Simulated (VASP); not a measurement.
Input of a VASP 6.6.1 run:

File POSCAR:

```
BN
1.0
    2.5479975837      0.0000000000      0.0000000000
   -1.2739987919      2.2066306362      0.0000000000
    0.0000000000      0.0000000000      8.3753606070
B N
4 4
Direct
    0.0000000000      0.0000000000      0.0003894310
    0.3333333333      0.6666666667      0.2496892038
    0.0000000000      0.0000000000      0.5003894310
    0.6666666667      0.3333333333      0.7496892038
    0.0000000000      0.0000000000      0.1869898389
    0.3333333333      0.6666666667      0.4379315264
    0.0000000000      0.0000000000      0.6869898389
    0.6666666667      0.3333333333      0.9379315264
```

Contents of INCAR.step1:

```
PREC = Accurate
ENCUT = 520
ISMEAR = 0
SIGMA = 0.01
LREAL = F
LASPH = T
NELM = 80
NBANDS = 26
GGA = PE
ALGO = Normal
EDIFF = 1E-4
LWAVE = T
LCHARG = F
```

INCAR.step2

```
PREC = Accurate
ENCUT = 520
EDIFF = 1E-6
ISMEAR = 0
SIGMA = 0.01
LREAL = F
LASPH = T
NELM = 80
ALGO = Normal
ISIF = 2
LWAVE = F
LCHARG = F
METAGGA = R2SCAN
LMIXTAU = T
NBANDS = 26
ISTART = 1
```

The input KPOINTS:

```
regular mesh
0
Gamma
  12 12 4
```

Potentials or basis: VASP PAW PBE potentials, release 64 (B, N).

Command:

```sh
$ cat potpaw_PBE.64/B/POTCAR potpaw_PBE.64/N/POTCAR > POTCAR
$ cp INCAR.step1 INCAR
$ mpirun -np 1 vasp_std > vasp.out
$ cp INCAR.step2 INCAR
$ mpirun -np 1 vasp_std > vasp.out
```

(1) Estimate the pressure.

(2) Predict the band gap on the k mesh.

Answers

(1) 1.1 GPa.

(2) 6.06 eV, indirect (least direct gap 8.17 eV).

Caveat: the PAW data sets were made with another functional, which shifts forces and pressure a little.
